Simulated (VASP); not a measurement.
A run of VASP 6.6.1 is set up as follows.

INCAR

```
  PREC = Accurate
  ENCUT = 520
  EDIFF = 1E-7
  ISMEAR = -1
  SIGMA = 0.05
  LREAL = False
  LASPH = True
  NELM = 80
  ALGO = Normal
  ISIF = 2
  LWAVE = False
  LCHARG = False
  GGA = PS
  IVDW = 13
  NBANDS = 16
```

Contents of KPOINTS:

```
regular mesh
0
Gamma
  8 8 8
```

File POSCAR:

```
CdS
1.0
    0.0000000000      2.8943087833      2.8943087833
    2.8943087833      0.0000000000      2.8943087833
    2.8943087833      2.8943087833      0.0000000000
Cd S
1 1
Direct
    0.0000000000      0.0000000000      0.0000000000
    0.7500000000      0.7500000000      0.7500000000
```

Potentials or basis: VASP PAW PBE potentials, release 64 (Cd, S).

The run is started by

```sh
$ cat potpaw_PBE.64/Cd/POTCAR potpaw_PBE.64/S/POTCAR > POTCAR
$ mpirun -np 1 vasp_std > vasp.out
```

Predict the band gap on the k mesh.

1.06 eV, direct.

What does it give for the pressure?

0.4 GPa.

Caveat: the PAW data sets were made with another functional, which shifts forces and pressure a little. A hybrid or GW would open this gap; PBEsol tends to underestimate it.
